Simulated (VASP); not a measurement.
# Ni (Fm-3m) in VASP: a series of runs

Runs on Ni. Level: LDA. Tasks: single point.

Program: VASP 6.6.1. These are calculated values, not measurements. Logs are shortened: lines on timing, memory, paths and dates and some standing lists are left out, and cuts for length are marked.

**1. The cell of the first run**

The structure is cubic, space group Fm-3m (No. 225). Conventional cell: a = 3.524 Å, b = 3.524 Å, c = 3.524 Å, α = 90.00°, β = 90.00°, γ = 90.00°. Within 3.3 Å of Ni (site symmetry m-3m) lie 12 Ni at 2.49 Å.

**2. Single point, LDA, collinear spin, zero start**

The input, INCAR:

```
PREC     = Accurate       # precision mode
ENCUT    = 520            # plane-wave cutoff, eV
EDIFF    = 1E-7           # SCF threshold, eV
ISMEAR   = -1             # smearing method
SIGMA    = 0.1            # smearing width, eV
LREAL    = False          # projectors in reciprocal space
LASPH    = True           # aspherical terms in the spheres
NELM     = 150            # most SCF steps
ALGO     = Normal         # electronic algorithm
ISIF     = 2              # what is computed and relaxed
LWAVE    = False          # write WAVECAR
LCHARG   = True           # write CHGCAR
ISPIN    = 2              # spin polarisation
MAGMOM   = 0              # initial moments
LORBIT   = 11             # projections on sites
NUPDOWN  = 0.0            # fixed moment
LMAXMIX  = 4              # l up to which the mixer works
LELF     = True           # ELF
LVHAR    = True         
NBANDS   = 15             # bands
```

The input, KPOINTS:

```
Automatic mesh
0
Gamma
  16 16 16
```

The input, POSCAR:

```
Ni
1.0
    0.0000000000      1.7619350000      1.7619350000
    1.7619350000      0.0000000000      1.7619350000
    1.7619350000      1.7619350000      0.0000000000
Ni
1
Direct
    0.0000000000      0.0000000000      0.0000000000
```

Potentials or basis: VASP PAW LDA potentials, release 64 (Ni).

On the command line:

```bash
$ cat potpaw_LDA.64/Ni/POTCAR > POTCAR
$ mpirun -np 1 vasp_std > vasp.out
```

OUTCAR:

```text
PREC = Accurate
   ENCUT = 520
   EDIFF = 1E-7
   ISMEAR = -1
   LREAL = False
   LASPH = True
   NELM = 150
   ISIF = 2
   ISPIN = 2
   LORBIT = 11
   NUPDOWN = 0.0

 ion  position               nearest neighbor table
   1  0.000  0.000  0.000-

  LATTYP: Found a face centered cubic cell.
 ALAT       =     3.5238700000

  Lattice vectors:

 A1 = (   0.0000000000,   1.7619350000,   1.7619350000)
 A2 = (   1.7619350000,   0.0000000000,   1.7619350000)
 A3 = (   1.7619350000,   1.7619350000,   0.0000000000)

Analysis of symmetry for initial positions (statically):
=====================================================================
 Subroutine PRICEL returns:
 Original cell was already a primitive cell.

 Routine SETGRP: Setting up the symmetry group for a
 face centered cubic supercell.

 Subroutine GETGRP returns: Found 48 space group operations
 (whereof 48 operations were pure point group operations)
 out of a pool of 48 trial point group operations.

The static configuration has the point symmetry O_h .

Analysis of symmetry for dynamics (positions and initial velocities):
=====================================================================
 Subroutine PRICEL returns:
 Original cell was already a primitive cell.

 Routine SETGRP: Setting up the symmetry group for a
 face centered cubic supercell.

 Subroutine GETGRP returns: Found 48 space group operations
 (whereof 48 operations were pure point group operations)
 out of a pool of 48 trial point group operations.

The dynamic configuration has the point symmetry O_h .

Analysis of structural, dynamic, and magnetic symmetry:
=====================================================================
 Subroutine PRICEL returns:
 Original cell was already a primitive cell.

 Routine SETGRP: Setting up the symmetry group for a
 face centered cubic supercell.

 Subroutine GETGRP returns: Found 48 space group operations
 (whereof 48 operations were pure point group operations)
 out of a pool of 48 trial point group operations.

The overall configuration has the point symmetry O_h .

 Subroutine INISYM returns: Found 48 space group operations
 (whereof 48 operations are pure point group operations),
 and found     1 'primitive' translations

----------------------------------------------------------------------------------------

                                     Primitive cell

  volume of cell :      10.9396

  direct lattice vectors                    reciprocal lattice vectors
     0.000000000  1.761935000  1.761935000    -0.283778914  0.283778914  0.283778914
     1.761935000  0.000000000  1.761935000     0.283778914 -0.283778914  0.283778914
     1.761935000  1.761935000  0.000000000     0.283778914  0.283778914 -0.283778914

  length of vectors
     2.491752373  2.491752373  2.491752373     0.491519496  0.491519496  0.491519496

  position of ions in fractional coordinates (direct lattice)
     0.000000000  0.000000000  0.000000000

  ion indices of the primitive-cell ions
   primitive index   ion index
                 1           1

----------------------------------------------------------------------------------------

 KPOINTS: Automatic mesh

Automatic generation of k-mesh.
 Grid dimensions read from file:
 generate k-points for:   16   16   16

 Generating k-lattice:

  Cartesian coordinates                     Fractional coordinates (reciprocal lattice)
    -0.017736182  0.017736182  0.017736182     0.062500000  0.000000000  0.000000000
     0.017736182 -0.017736182  0.017736182     0.000000000  0.062500000  0.000000000
     0.017736182  0.017736182 -0.017736182     0.000000000  0.000000000  0.062500000

  Length of vectors
     0.030719969  0.030719969  0.030719969

  Shift w.r.t. Gamma in fractional coordinates (k-lattice)
     0.000000000  0.000000000  0.000000000

 Subroutine IBZKPT returns following result:
 ===========================================

 Found    145 irreducible k-points:

 Following reciprocal coordinates:
            Coordinates               Weight
  0.000000  0.000000  0.000000      1.000000
  0.062500  0.000000  0.000000      8.000000
  0.125000  0.000000  0.000000      8.000000
  0.187500  0.000000  0.000000      8.000000
  0.250000  0.000000  0.000000      8.000000
  0.312500  0.000000  0.000000      8.000000
[... 16 lines left out ...]
 -0.125000  0.062500  0.000000     24.000000
 -0.062500  0.062500  0.000000     12.000000
 [... further k-points ...]
   k-points           NKPTS =    145   k-points in BZ     NKDIM =    145   number of bands    NBANDS=     15
   number of dos      NEDOS =    301   number of ions     NIONS =      1
   total plane-waves  NPLWV =   8000
   dimension x,y,z NGX =    20 NGY =   20 NGZ =   20
   dimension x,y,z NGXF=    40 NGYF=   40 NGZF=   40
   ions per type =               1
   NGX,Y,Z   is equivalent  to a cutoff of  13.34, 13.34, 13.34 a.u.
   NGXF,Y,Z  is equivalent  to a cutoff of  26.69, 26.69, 26.69 a.u.
 SYSTEM =  unknown system
   PREC   = accura    normal or accurate (medium, high low for compatibility)
   ISTART =      0    job   : 0-new  1-cont  2-samecut
   ICHARG =      2    charge: 1-file 2-atom 10-const
   ISPIN  =      2    spin polarized calculation?
   LNONCOLLINEAR =      F non collinear calculations
   LSORBIT =      F    spin-orbit coupling
   LASPH  =      T    aspherical Exc in radial PAW
   ENCUT  =  520.0 eV  38.22 Ry    6.18 a.u.   4.63  4.63  4.63*2*pi/ulx,y,z
   NELM   =    150;   NELMIN=  2; NELMDL= -5     # of ELM steps
   EDIFF  = 0.1E-06   stopping-criterion for ELM
   LREAL  =      F    real-space projection
   EDIFFG = 0.1E-05   stopping-criterion for IOM
   NSW    =      0    number of steps for IOM
   IBRION =     -1    ionic relax: 0-MD 1-quasi-New 2-CG
   NFREE  =      0    steps in history (QN), initial steepest desc. (CG)
   ISIF   =      2    stress and relaxation
   ISYM   =      2    0-nonsym 1-usesym 2-fastsym
   POTIM  = 0.5000    time-step for ionic-motion
   TEBEG  =    0.0;   TEEND  =   0.0 temperature during run
   PSTRESS=    0.0 pullay stress
   NELECT =      10.0000    total number of electrons
   NUPDOWN=       0.0000    fix difference up-down
   EMIN   =  10.00;   EMAX   =-10.00  energy-range for DOS
   EFERMI =   0.00;   METHOD = LEGACY
   ISMEAR =    -1;   SIGMA  =   0.10  broadening in eV -4-tet -1-fermi 0-gaus
   EFERMI_NEDOS =   21; number of points for ismear=-14 and -15
   IALGO  =     38    algorithm
   IMIX   =      4    mixing-type and parameters
     AMIX     =   0.40;   BMIX     =  1.00
     AMIX_MAG =   1.60;   BMIX_MAG =  1.00
  volume/ion in A,a.u.               =      10.94        73.82
  Fermi-wavevector in a.u.,A,eV,Ry     =   1.588821  3.002436 34.345893  2.524352
  Thomas-Fermi vector in A             =   2.687765
   LORBIT       =     11    0 simple, 1 ext, 2 COOP (PROOUT), +10 PAW based schemes
   GGA     = CA    functional components
   LHFCALC =     F    Hartree Fock is set to
   AEXX    =    0.0000 exact exchange contribution
   IVDW    =     0    specifies the selected vdW correction
   LEPSILON=     F    determine dielectric tensor
   LRPA    =     F    only Hartree local field effects (RPA)
 spin polarized calculation
  energy-cutoff  :      520.00
  volume of cell :       10.94
 maximum number of plane-waves:       306
   NGX =  9   NGY =  9   NGZ =  9

 number of electron      10.0000010 magnetization       0.0000000

 number of electron      10.0000010 magnetization      -0.0000000

 Free energy of the ion-electron system (eV)
  ---------------------------------------------------
  ext. energy  EPLUGINS =         0.00000000
  ---------------------------------------------------
  free energy    TOTEN  =        -6.53226690 eV

  energy without entropy =       -6.44124971  energy(sigma->0) =       -6.48675830

 E-fermi :   8.8156     XC(G=0): -13.5793

 val. band max:        8.8133626191   @ k =   0.3750   0.3125   0.0625
 cond. band min:       8.8165246151   @ k =   0.4375   0.3750   0.0000
 fundamental gap:      0.0031619960
 Fermi energy:         8.8156476710

 spin component 1

 k-point     1 :       0.0000    0.0000    0.0000
  band No.  band energies     occupation
      1       0.0221      1.00000
      2       6.9362      1.00000
      3       6.9362      1.00000
      4       6.9362      1.00000
      5       8.0536      0.99951
      6       8.0536      0.99951
      7      32.6765      0.00000
      8      36.4170      0.00000
      9      36.4170      0.00000
     10      36.4170      0.00000
     11      39.4225      0.00000
     12      39.4225      0.00000
     13      39.4225      0.00000
     14      42.5255      0.00000
     15      48.5395      0.00000
[... 397 lines left out ...]
 k-point    24 :      -0.0625    0.0625    0.0000
  band No.  band energies     occupation
      1       0.4255      1.00000
      2       6.8199      1.00000
      3       7.0213      1.00000
      4       7.0382      1.00000
      5       7.9676      0.99979
      6       8.0693      0.99943
      7      31.3267      0.00000
      8      32.9024      0.00000
      9      35.1888      0.00000
     10      37.0000      0.00000
     11      39.5885      0.00000
     12      39.7207      0.00000
     13      42.6301      0.00000
     14      44.6600      0.00000
     15      45.1827      0.00000

 [... further k-points ...]

 spin component 2

 k-point     1 :       0.0000    0.0000    0.0000
  band No.  band energies     occupation
      1       0.0221      1.00000
      2       6.9362      1.00000
      3       6.9362      1.00000
      4       6.9362      1.00000
      5       8.0536      0.99951
      6       8.0536      0.99951
      7      32.6765      0.00000
      8      36.4170      0.00000
      9      36.4170      0.00000
     10      36.4170      0.00000
     11      39.4225      0.00000
     12      39.4225      0.00000
     13      39.4225      0.00000
     14      42.5255      0.00000
     15      48.5395      0.00000
[... 397 lines left out ...]
 k-point    24 :      -0.0625    0.0625    0.0000
  band No.  band energies     occupation
      1       0.4255      1.00000
      2       6.8199      1.00000
      3       7.0213      1.00000
      4       7.0382      1.00000
      5       7.9676      0.99979
      6       8.0693      0.99943
      7      31.3267      0.00000
      8      32.9024      0.00000
      9      35.1888      0.00000
     10      37.0000      0.00000
     11      39.5885      0.00000
     12      39.7207      0.00000
     13      42.6301      0.00000
     14      44.6600      0.00000
     15      45.1827      0.00000

 [... further k-points ...]

------------------------ aborting loop because EDIFF is reached ----------------------------------------

  FORCE on cell =-STRESS in cart. coord.  units (eV):
  Direction    XX          YY          ZZ          XY          YZ          ZX
  --------------------------------------------------------------------------------------
  -------------------------------------------------------------------------------------
  Total       -1.2333524     -1.2333524     -1.2333524      0.0000000      0.0000000      0.0000000
  in kB     -180.6334339   -180.6334339   -180.6334339      0.0000000      0.0000000      0.0000000
  external PRESSURE =    -180.6334339 kB  Pullay stress =       0.0000000 kB

 VOLUME and BASIS-vectors are now :
 -----------------------------------------------------------------------------
  energy-cutoff  :      520.00
  volume of cell :       10.94
      direct lattice vectors                 reciprocal lattice vectors
     0.000000000  1.761935000  1.761935000    -0.283778914  0.283778914  0.283778914
     1.761935000  0.000000000  1.761935000     0.283778914 -0.283778914  0.283778914
     1.761935000  1.761935000  0.000000000     0.283778914  0.283778914 -0.283778914

 POSITION                                       TOTAL-FORCE (eV/Angst)
 -----------------------------------------------------------------------------------
      0.00000      0.00000      0.00000        -0.000000      0.000000      0.000000
 -----------------------------------------------------------------------------------
    total drift:                               -0.000000     -0.000000     -0.000000

  FREE ENERGIE OF THE ION-ELECTRON SYSTEM (eV)
  ---------------------------------------------------
  free  energy   TOTEN  =        -6.5322669024 eV

  energy  without entropy=       -6.4412497056  energy(sigma->0) =       -6.48675830

 total charge

# of ion       s       p       d       tot
------------------------------------------
    1        0.495   0.488   8.330   9.312

 magnetization (x)

# of ion       s       p       d       tot
------------------------------------------
    1        0.000  -0.000   0.000   0.000
```

It took 1.8 min on 1 thread of AMD EPYC 7R13, shared host; peak memory 0.12 GiB.

What came out:

```
Free energy                                           : -6.5323 eV
Pressure                                              : -18.1 GPa
Net moment                                            : 0.00 μB per cell
Valence electrons inside the program's atomic spheres : Ni 9.31
```

Caveat: the total moment is fixed, so each spin has its own Fermi level.

(Part 1 of 2 ends here.)
